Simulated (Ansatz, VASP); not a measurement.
**Al8H: VASP beside Ansatz**

```xyz
18
Lattice="5.7135 0.0000 0.0000 0.0000 8.0801 0.0000 0.0000 0.0000 22.2433" Properties=species:S:1:pos:R:3 pbc="T T T"
Al    1.4284    2.0200    4.0000
Al    1.4284    6.0601    4.0000
Al    4.2851    2.0200    4.0000
Al    4.2851    6.0601    4.0000
Al    0.0000    0.0000    5.4284
Al    0.0000    4.0401    5.4284
Al    2.8568    0.0000    5.4284
Al    2.8568    4.0401    5.4284
Al    1.4284    2.0200    6.9012
Al    1.4284    6.0601    6.9012
Al    4.2851    2.0200    6.9012
Al    4.2851    6.0601    6.9012
Al    0.0000    0.0000    8.2433
Al    0.0000    4.0401    8.2433
Al    2.8568    0.0000    8.2433
Al    2.8568    4.0401    8.2433
H     4.2851   -0.3250    9.6533
H     4.2851    0.3250    9.6533
```

Alike in both runs: task single point; functional PBE; k mesh 5 × 4 × 1; occupations gaussian, width 0.1 eV; no spin polarisation.

```csv
,VASP,Ansatz
version,VASP 6.6.1,Ansatz 0.2.0
potentials or method,"VASP PAW PBE potentials, release 64 (Al, H), cutoff 520 eV","scalar-relativistic, plane waves, PAW"
valence electrons in the cell,50,50
```

```csv
,VASP,Ansatz,Ansatz less VASP
gap on the k mesh at the Fermi level (eV),none,none,-
rms of the force components (eV/Å),1.160,1.153,-0.0063
```

Atom by atom the forces differ by 0.007 eV/Å (rms over components). A gap of «none» marks a metal or a gap that the smearing closes. Ansatz's warnings: xc potential rough in thin density.
